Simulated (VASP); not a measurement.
# AlCo in VASP: a series of runs

AlCo is run at these levels: PBE, r2SCAN; tasks: single point.

Program: VASP 6.6.1. These are calculated values, not measurements. Logs are shortened: lines on timing, memory, paths and dates and some standing lists are left out, and cuts for length are marked.

## Step 1: The cell of the first run

The typed cell holds 2 atoms: a = 4.007 Å, b = 4.007 Å, c = 2.843 Å, α = 45.18°, β = 134.82°, γ = 120.00°.

## Step 2: Single point, PBE

The input, INCAR:

```
SYSTEM = AlCo
PREC = Accurate
ENCUT = 520
EDIFF = 1E-7
ISMEAR = 0
SIGMA = 0.1
LREAL = .FALSE.
LASPH = .TRUE.
NELM = 100
ALGO = Fast
ISIF = 2
LWAVE = .FALSE.
LCHARG = .FALSE.
GGA = PE
NBANDS = 13
ISYM = 0
```

The input, KPOINTS:

```
regular mesh
0
G
  9 9 21
  0 0 0
```

The input, POSCAR:

```
AlCo
1.0
    4.0065529828      0.0000000135     -0.0004317992
   -2.0032764798      3.4697766714      0.0004317992
   -2.0034514120      1.1566932120      1.6520955744
Al Co
1 1
Direct
    0.0000000000      0.0000000000      0.0000000000
    0.5000000000      0.5000000000      0.5000000000
```

Potentials or basis: VASP PAW PBE potentials, release 64 (Al, Co).

Run with:

```bash
$ cat potpaw_PBE.64/Al/POTCAR potpaw_PBE.64/Co/POTCAR > POTCAR
$ mpirun -np 1 vasp_std > vasp.out
```

OUTCAR:

```text
SYSTEM = AlCo
   PREC = Accurate
   ENCUT = 520
   EDIFF = 1E-7
   ISMEAR = 0
   LREAL = .FALSE.
   LASPH = .TRUE.
   NELM = 100
   ISIF = 2
   GGA = PE
   ISYM = 0

 ion  position               nearest neighbor table
   1  0.000  0.000  0.000-   2 2.46   2 2.46   2 2.46   2 2.46   2 2.46   2 2.46   2 2.48
   2  0.500  0.500  0.500-   1 2.46   1 2.46   1 2.46   1 2.46   1 2.46   1 2.46   1 2.48

IMPORTANT INFORMATION: All symmetrisations will be switched off!
NOSYMM: (Re-)initialisation of all symmetry stuff for point group C_1.

----------------------------------------------------------------------------------------

                                     Primitive cell

  volume of cell :      22.9632

  direct lattice vectors                    reciprocal lattice vectors
     4.006552983  0.000000014 -0.000431799     0.249612858  0.144088935  0.201816739
    -2.003276480  3.469776671  0.000431799    -0.000021751  0.288215544 -0.201816739
    -2.003451412  1.156693212  1.652095574     0.000065246 -0.000037670  0.605397354

  length of vectors
     4.006553006  4.006553006  2.842741025     0.351849678  0.351849678  0.605397358

  position of ions in fractional coordinates (direct lattice)
     0.000000000  0.000000000  0.000000000
     0.500000000  0.500000000  0.500000000

  ion indices of the primitive-cell ions
   primitive index   ion index
                 1           1
                 2           2

----------------------------------------------------------------------------------------

 KPOINTS: regular mesh

Automatic generation of k-mesh.
 Grid dimensions read from file:
 generate k-points for:    9    9   21

 Generating k-lattice:

  Cartesian coordinates                     Fractional coordinates (reciprocal lattice)
     0.027734762  0.016009882  0.022424082     0.111111111 -0.000000000 -0.000000000
    -0.000002417  0.032023949 -0.022424082     0.000000000  0.111111111 -0.000000000
     0.000003107 -0.000001794  0.028828445     0.000000000  0.000000000  0.047619048

  Length of vectors
     0.039094409  0.039094409  0.028828446

  Shift w.r.t. Gamma in fractional coordinates (k-lattice)
     0.000000000  0.000000000  0.000000000

 Subroutine IBZKPT returns following result:
 ===========================================

 Found    851 irreducible k-points:

 Following reciprocal coordinates:
            Coordinates               Weight
  0.000000  0.000000  0.000000      1.000000
  0.111111 -0.000000 -0.000000      2.000000
  0.000000  0.111111  0.000000      2.000000
  0.222222  0.000000  0.000000      2.000000
  0.000000  0.222222  0.000000      2.000000
  0.333333 -0.000000 -0.000000      2.000000
[... 16 lines left out ...]
 -0.111111  0.111111 -0.000000      2.000000
  0.222222  0.222222  0.000000      2.000000
 [... further k-points ...]
   k-points           NKPTS =    851   k-points in BZ     NKDIM =    851   number of bands    NBANDS=     13
   number of dos      NEDOS =    301   number of ions     NIONS =      2
   total plane-waves  NPLWV =  21600
   dimension x,y,z NGX =    30 NGY =   30 NGZ =   24
   dimension x,y,z NGXF=    60 NGYF=   60 NGZF=   48
   ions per type =               1   1
   NGX,Y,Z   is equivalent  to a cutoff of  12.45, 12.45, 14.04 a.u.
   NGXF,Y,Z  is equivalent  to a cutoff of  24.90, 24.90, 28.07 a.u.
 SYSTEM =  AlCo
   PREC   = accura    normal or accurate (medium, high low for compatibility)
   ISTART =      0    job   : 0-new  1-cont  2-samecut
   ICHARG =      2    charge: 1-file 2-atom 10-const
   ISPIN  =      1    spin polarized calculation?
   LNONCOLLINEAR =      F non collinear calculations
   LSORBIT =      F    spin-orbit coupling
   LASPH  =      T    aspherical Exc in radial PAW
   ENCUT  =  520.0 eV  38.22 Ry    6.18 a.u.   7.45  7.45  5.29*2*pi/ulx,y,z
   NELM   =    100;   NELMIN=  2; NELMDL= -5     # of ELM steps
   EDIFF  = 0.1E-06   stopping-criterion for ELM
   LREAL  =      F    real-space projection
   EDIFFG = 0.1E-05   stopping-criterion for IOM
   NSW    =      0    number of steps for IOM
   IBRION =     -1    ionic relax: 0-MD 1-quasi-New 2-CG
   NFREE  =      0    steps in history (QN), initial steepest desc. (CG)
   ISIF   =      2    stress and relaxation
   ISYM   =      0    0-nonsym 1-usesym 2-fastsym
   POTIM  = 0.5000    time-step for ionic-motion
   TEBEG  =    0.0;   TEEND  =   0.0 temperature during run
   PSTRESS=    0.0 pullay stress
   NELECT =      12.0000    total number of electrons
   NUPDOWN=      -1.0000    fix difference up-down
   EMIN   =  10.00;   EMAX   =-10.00  energy-range for DOS
   EFERMI =   0.00;   METHOD = LEGACY
   ISMEAR =     0;   SIGMA  =   0.10  broadening in eV -4-tet -1-fermi 0-gaus
   EFERMI_NEDOS =   21; number of points for ismear=-14 and -15
   IALGO  =     68    algorithm
   IMIX   =      4    mixing-type and parameters
     AMIX     =   0.40;   BMIX     =  1.00
     AMIX_MAG =   1.60;   BMIX_MAG =  1.00
  volume/ion in A,a.u.               =      11.48        77.48
  Fermi-wavevector in a.u.,A,eV,Ry     =   1.318635  2.491859 23.657788  1.738798
  Thomas-Fermi vector in A             =   2.448591
   LORBIT       =      0    0 simple, 1 ext, 2 COOP (PROOUT), +10 PAW based schemes
   GGA     = PE    functional components
   LHFCALC =     F    Hartree Fock is set to
   AEXX    =    0.0000 exact exchange contribution
   IVDW    =     0    specifies the selected vdW correction
   LEPSILON=     F    determine dielectric tensor
   LRPA    =     F    only Hartree local field effects (RPA)
 non-spin polarized calculation
 RMM-DIIS sequential band-by-band and
 Gauss-broadening in eV      SIGMA  =   0.10
  energy-cutoff  :      520.00
  volume of cell :       22.96
 maximum number of plane-waves:       632
 NGX is ok and might be reduce to    30
   NGX = 15   NGY = 15   NGZ = 11

 number of electron      12.0000000 magnetization

 Free energy of the ion-electron system (eV)
  ---------------------------------------------------
  ext. energy  EPLUGINS =         0.00000000
  ---------------------------------------------------
  free energy    TOTEN  =       -11.98883984 eV

  energy without entropy =      -11.98544554  energy(sigma->0) =      -11.98714269

 E-fermi :  10.6976     XC(G=0): -12.3042

 val. band max:       10.6886486507   @ k =   0.3333  -0.4444   0.1429
 cond. band min:      10.6999931835   @ k =   0.3333  -0.3333   0.0952
 fundamental gap:      0.0113445328
 Fermi energy:        10.6975695404

 k-point     1 :       0.0000    0.0000    0.0000
  band No.  band energies     occupation
      1      -0.4461      2.00000
      2       7.6893      2.00000
      3       7.6901      2.00000
      4       9.8228      2.00000
      5       9.8230      2.00000
      6       9.8519      2.00000
      7      16.6682      0.00000
      8      16.6732      0.00000
      9      16.7283      0.00000
     10      19.4511      0.00000
     11      19.4525      0.00000
     12      25.9942      0.00000
     13      32.3954      0.00000

 k-point     2 :       0.1111   -0.0000   -0.0000
  band No.  band energies     occupation
      1      -0.2111      2.00000
      2       7.6590      2.00000
      3       7.7545      2.00000
      4       9.6995      2.00000
      5       9.7191      2.00000
      6       9.8472      2.00000
      7      14.9117      0.00000
      8      16.9949      0.00000
      9      17.0316      0.00000
     10      19.4195      0.00000
     11      21.0522      0.00000
     12      26.7686      0.00000
     13      30.3491      0.00000

 k-point     3 :       0.0000    0.1111    0.0000
  band No.  band energies     occupation
      1      -0.2111      2.00000
      2       7.6590      2.00000
      3       7.7545      2.00000
      4       9.6995      2.00000
      5       9.7191      2.00000
      6       9.8472      2.00000
      7      14.9117      0.00000
      8      16.9949      0.00000
      9      17.0316      0.00000
     10      19.4195      0.00000
     11      21.0522      0.00000
     12      26.7686      0.00000
     13      30.3466      0.00000

 k-point     4 :       0.2222    0.0000    0.0000
  band No.  band energies     occupation
      1       0.4839      2.00000
      2       7.3936      2.00000
      3       7.9238      2.00000
      4       9.4151      2.00000
      5       9.4391      2.00000
      6       9.8794      2.00000
      7      12.6633      0.00000
      8      17.8899      0.00000
      9      17.9211      0.00000
     10      19.3291      0.00000
     11      22.7984      0.00000
     12      27.6412      0.00000
     13      27.6501      0.00000

 k-point     5 :       0.0000    0.2222    0.0000
  band No.  band energies     occupation
      1       0.4839      2.00000
      2       7.3936      2.00000
      3       7.9238      2.00000
      4       9.4151      2.00000
      5       9.4391      2.00000
      6       9.8794      2.00000
      7      12.6633      0.00000
      8      17.8899      0.00000
      9      17.9211      0.00000
     10      19.3291      0.00000
     11      22.7984      0.00000
     12      27.6411      0.00000
     13      27.6501      0.00000

 k-point     6 :       0.3333   -0.0000   -0.0000
  band No.  band energies     occupation
      1       1.6071      2.00000
      2       6.4400      2.00000
      3       8.1271      2.00000
      4       9.1288      2.00000
      5       9.1559      2.00000
      6       9.9173      2.00000
      7      11.3181      0.00000
      8      19.1431      0.00000
      9      19.2294      0.00000
     10      19.2666      0.00000
     11      24.1136      0.00000
     12      25.1596      0.00000
     13      25.1663      0.00000

 k-point     7 :       0.0000    0.3333    0.0000
  band No.  band energies     occupation
      1       1.6071      2.00000
      2       6.4400      2.00000
      3       8.1271      2.00000
      4       9.1288      2.00000
      5       9.1559      2.00000
      6       9.9173      2.00000
      7      11.3181      0.00000
      8      19.1431      0.00000
      9      19.2294      0.00000
     10      19.2666      0.00000
     11      24.1136      0.00000
     12      25.1596      0.00000
     13      25.1663      0.00000
[... 193 lines left out ...]
 k-point    20 :       0.1111   -0.3333    0.0000
  band No.  band energies     occupation
      1       1.8132      2.00000
      2       6.5753      2.00000
      3       8.1444      2.00000
      4       9.0252      2.00000
      5       9.1667      2.00000
      6       9.8111      2.00000
      7      11.4136      0.00000
      8      17.0374      0.00000
      9      19.4898      0.00000
     10      20.2545      0.00000
     11      23.6130      0.00000
     12      25.3338      0.00000
     13      25.3553      0.00000

 k-point    21 :      -0.2222    0.1111   -0.0000
  band No.  band energies     occupation
      1       0.7046      2.00000
      2       7.4907      2.00000
      3       7.9207      2.00000
      4       9.2634      2.00000
      5       9.4458      2.00000
      6       9.7688      2.00000
      7      12.8505      0.00000
      8      16.0339      0.00000
      9      18.1986      0.00000
     10      20.3747      0.00000
     11      23.8688      0.00000
     12      25.6227      0.00000
     13      27.8071      0.00000

 k-point    22 :       0.1111   -0.2222    0.0000
  band No.  band energies     occupation
      1       0.7046      2.00000
      2       7.4907      2.00000
      3       7.9207      2.00000
      4       9.2634      2.00000
      5       9.4458      2.00000
      6       9.7688      2.00000
      7      12.8505      0.00000
      8      16.0339      0.00000
      9      18.1986      0.00000
     10      20.3747      0.00000
     11      23.8688      0.00000
     12      25.6227      0.00000
     13      27.8071      0.00000

 k-point    23 :      -0.1111    0.1111   -0.0000
  band No.  band energies     occupation
      1       0.0188      2.00000
      2       7.7030      2.00000
      3       7.7629      2.00000
      4       9.5643      2.00000
      5       9.7085      2.00000
      6       9.7453      2.00000
      7      14.8706      0.00000
      8      15.5585      0.00000
      9      17.3238      0.00000
     10      20.2151      0.00000
     11      21.9999      0.00000
     12      27.3817      0.00000
     13      28.1585      0.00000

 k-point    24 :       0.2222    0.2222    0.0000
  band No.  band energies     occupation
      1       1.3911      2.00000
      2       7.7046      2.00000
      3       7.7287      2.00000
      4       8.9843      2.00000
      5       9.4310      2.00000
      6       9.5630      2.00000
      7      12.7966      0.00000
      8      14.2582      0.00000
      9      19.0720      0.00000
     10      20.5731      0.00000
     11      23.6740      0.00000
     12      26.2890      0.00000
     13      27.9786      0.00000

 [... further k-points ...]
[... 5 lines left out ...]
  --------------------------------------------------------------------------------------
  -------------------------------------------------------------------------------------
  Total        0.3627448      0.3557425     -0.0390959     -0.0060523     -0.0006654      0.0011597
  in kB       25.3092842     24.8207227     -2.7277831     -0.4222786     -0.0464287      0.0809112
  external PRESSURE =      15.8007413 kB  Pullay stress =       0.0000000 kB

 VOLUME and BASIS-vectors are now :
 -----------------------------------------------------------------------------
  energy-cutoff  :      520.00
  volume of cell :       22.96
      direct lattice vectors                 reciprocal lattice vectors
     4.006552983  0.000000014 -0.000431799     0.249612858  0.144088935  0.201816739
    -2.003276480  3.469776671  0.000431799    -0.000021751  0.288215544 -0.201816739
    -2.003451412  1.156693212  1.652095574     0.000065246 -0.000037670  0.605397354

 POSITION                                       TOTAL-FORCE (eV/Angst)
 -----------------------------------------------------------------------------------
      0.00000      0.00000      0.00000        -0.000000      0.000000      0.000000
     -0.00009      2.31323      0.82605         0.000000     -0.000000     -0.000000
 -----------------------------------------------------------------------------------
    total drift:                               -0.000000     -0.000000     -0.000001

  FREE ENERGIE OF THE ION-ELECTRON SYSTEM (eV)
  ---------------------------------------------------
  free  energy   TOTEN  =       -11.9888398379 eV

  energy  without entropy=      -11.9854455410  energy(sigma->0) =      -11.98714269
```

Wall time 3.6 min (1 thread of Intel Xeon 6975P-C (Granite Rapids), shared host); peak memory 0.38 GiB.

What came out:

* Free energy: -11.9888 eV
* Pressure: 1.6 GPa
* Band gap on the k mesh: zero (band 6 reaches 12.70 eV, above the bottom of band 7 at 10.45 eV)

Levels at points of the mesh, in eV from the Fermi level:
```tsv
k point	band 2	band 3	band 4	band 5	band 6	band 7	band 8	band 9	band 10	band 11
(0.00, 0.00, 0.00)	-3.01	-3.01	-0.87	-0.87	-0.85	5.97	5.98	6.03	8.75	8.75
```

Spin polarisation is off, so any magnetic state and its effect on volume and gap are missing.

## Step 3: Single point, r2SCAN

This run uses another cell than the first one, of 11.32 Å³/atom, 0.986 times its volume.

The input, POSCAR:

```
AlCo
1.0
    4.0065529146      0.0000000529     -0.0008565001
   -2.0032764115      3.4697766320      0.0008565001
   -2.0036234153      1.1567925181      1.6284565953
Al Co
1 1
Direct
    0.0000000000      0.0000000000      0.0000000000
    0.5000000000      0.5000000000      0.5000000000
```

The input, INCAR.step1:

```
SYSTEM = AlCo
ALGO = Normal
EDIFF = 1E-4
ENCUT = 520
GGA = PE
ISMEAR = 0
LASPH = .True.
LCHARG = .False.
LREAL = .False.
LWAVE = .True.
NBANDS = 13
NELM = 60
PREC = Accurate
SIGMA = 0.1
```

The input, INCAR.step2:

```
SYSTEM = AlCo
ALGO = Normal
EDIFF = 1E-7
ENCUT = 520
ISIF = 2
ISMEAR = 0
ISTART = 1
LASPH = .True.
LCHARG = .False.
LMIXTAU = .True.
LREAL = .False.
LWAVE = .False.
METAGGA = R2SCAN
NBANDS = 13
NELM = 60
PREC = Accurate
SIGMA = 0.1
```

The input, KPOINTS:

```
k-points
0
Gamma
  9 9 21
  0 0 0
```

Potentials or basis: VASP PAW PBE potentials, release 64 (Al, Co).

Run with:

```bash
$ cat potpaw_PBE.64/Al/POTCAR potpaw_PBE.64/Co/POTCAR > POTCAR
$ cp INCAR.step1 INCAR
$ mpirun -np 1 vasp_std > vasp.out
$ cp INCAR.step2 INCAR
$ mpirun -np 1 vasp_std > vasp.out
```

Wall time 6.1 min (1 thread of Intel Xeon 6975P-C (Granite Rapids), shared host); peak memory 0.29 GiB.

The run converged. Its results:

| Item | Value |
| --- | --- |
| Free energy | -21.0792 eV |
| Pressure | -1.4 GPa |
| Band gap on the k mesh | zero (band 6 reaches 12.93 eV, above the bottom of band 7 at 10.63 eV) |

Stress tensor (GPa, compression positive):
```
-2.03  0.03  0.00
 0.03 -2.00  0.00
 0.00  0.00 -0.32
```

Levels at points of the mesh, in eV from the Fermi level:
```
           k point  band 4  band 5  band 6  band 7  band 8  band 9
(0.00, 0.00, 0.00)   -1.14   -1.12   -1.12    6.39    6.42    6.43
```

Caveat: the PAW data sets were made with another functional, which shifts forces and pressure a little. Spin polarisation is off, so any magnetic state and its effect on volume and gap are missing.

## Step 4: Single point, r2SCAN

This run uses another cell than the first one, of 11.28 Å³/atom, 0.983 times its volume.

The input, POSCAR:

```
AlCo
1.0
    4.0065530061      0.0000000000      0.0000000000
   -2.0032765031      3.4697766849      0.0000000000
   -2.0032765031      1.1565922283      1.6230781821
Al Co
1 1
Direct
    0.0000000000      0.0000000000      0.0000000000
    0.5000000000      0.5000000000      0.5000000000
```

The input, INCAR.step1:

```
SYSTEM = AlCo
  PREC = Accurate
  ENCUT = 520
  ISMEAR = 0
  SIGMA = 0.1
  LREAL = .False.
  LASPH = .True.
  NELM = 60
  ISYM = 0
  NBANDS = 13
  GGA = PE
  ALGO = Normal
  EDIFF = 1E-4
  LWAVE = .True.
  LCHARG = .False.
```

The input, INCAR.step2:

```
SYSTEM = AlCo
  PREC = Accurate
  ENCUT = 520
  EDIFF = 1E-6
  ISMEAR = 0
  SIGMA = 0.1
  LREAL = .False.
  LASPH = .True.
  NELM = 60
  ALGO = Normal
  ISIF = 2
  LWAVE = .False.
  LCHARG = .True.
  METAGGA = R2SCAN
  LMIXTAU = .True.
  LELF = .True.
  LVHAR = .True.
  ISYM = 0
  NBANDS = 13
  ISTART = 1
```

The input, KPOINTS:

```
regular mesh
0
Gamma
  9 9 21
  0 0 0
```

Run with:

```bash
$ cat potpaw_PBE.64/Al/POTCAR potpaw_PBE.64/Co/POTCAR > POTCAR
$ cp INCAR.step1 INCAR
$ mpirun -np 1 vasp_std > vasp.out
$ cp INCAR.step2 INCAR
$ mpirun -np 1 vasp_std > vasp.out
```

Wall time 9.2 min (1 thread of Intel Xeon 6975P-C (Granite Rapids), shared host); peak memory 0.38 GiB.

Results (log left out):

| Item | Value |
| --- | --- |
| Free energy | -21.0790 eV |
| Pressure | -0.7 GPa |
| Band gap on the k mesh | zero (band 6 reaches 13.00 eV, above the bottom of band 7 at 10.67 eV) |

Stress tensor (GPa, compression positive):
```
-1.66  0.03 -0.05
 0.03 -1.62  0.03
-0.05  0.03  1.04
```

Levels at points of the mesh, in eV from the Fermi level:
```tsv
k point	band 3	band 4	band 5	band 6	band 7	band 8	band 9	band 10
(0.00, 0.00, 0.00)	-3.20	-1.15	-1.13	-1.13	6.40	6.44	6.44	9.08
```

Caveat: the PAW data sets were made with another functional, which shifts forces and pressure a little.

## Step 5: Summary

```csv
level,cell,gap on the mesh (eV),pressure (GPa)
PBE,"a = 4.007, b = 4.007, c = 2.843 Å, angles 45.2, 134.8, 120.0°, 2 atoms",none,1.6
r2SCAN,"a = 4.007, b = 4.007, c = 2.829 Å, angles 44.9, 135.1, 120.0°, 2 atoms",none,-1.4
r2SCAN,"a = 4.007, b = 4.007, c = 2.826 Å, angles 44.9, 135.1, 120.0°, 2 atoms",none,-0.7
```

Alike in all rows: task single point; potentials or basis VASP PAW PBE potentials, release 64 (Al, Co); no spin polarisation; k mesh 9 × 9 × 21; cutoff (eV) 520; smearing gaussian 0.1 eV.

Caveats: the PAW data sets were made with another functional, which shifts forces and pressure a little (some runs).

Total energies depend on the potentials used, so only differences within one code and one set of settings carry meaning.
